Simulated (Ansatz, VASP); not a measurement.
**One calculation of Eu, two programs**

```
CELL_PARAMETERS angstrom
-2.30300 2.30300 2.30300
2.30300 -2.30300 2.30300
2.30300 2.30300 -2.30300
ATOMIC_POSITIONS crystal
Eu 0.00000 0.00000 0.00000
```

Alike in both runs: task single point; functional PBEsol; k mesh 7 × 7 × 7; occupations fermi-dirac, width 0.05 eV; collinear spin; fixed moment 5.2 μB.

|  | VASP | Ansatz |
| --- | --- | --- |
| version | VASP 6.6.1 | Ansatz 0.2.0 |
| potentials or method | VASP PAW PBE potentials, release 64 (Eu) | Ansatz PAW |
| plane-wave cutoff (eV) | 520 | 420 |
| valence electrons in the cell | 17 | 17 |

VASP gave:

| Item | Value |
| --- | --- |
| pressure (GPa) | -1.8 |
| net moment per atom (μB) | 5.20 |
| size of the moment on the site where the two differ most (μB) | 6.15 |

Task: What did Ansatz give for the same quantities?

Result: Pressure (GPa): -1.6; net moment per atom (μB): 5.20; size of the moment on the site where the two differ most (μB): 5.96.

VASP's potentials were made for PBE, not for PBEsol. Site moments also hang on the region over which each program counts them.

Neither program's run includes spin-orbit coupling.
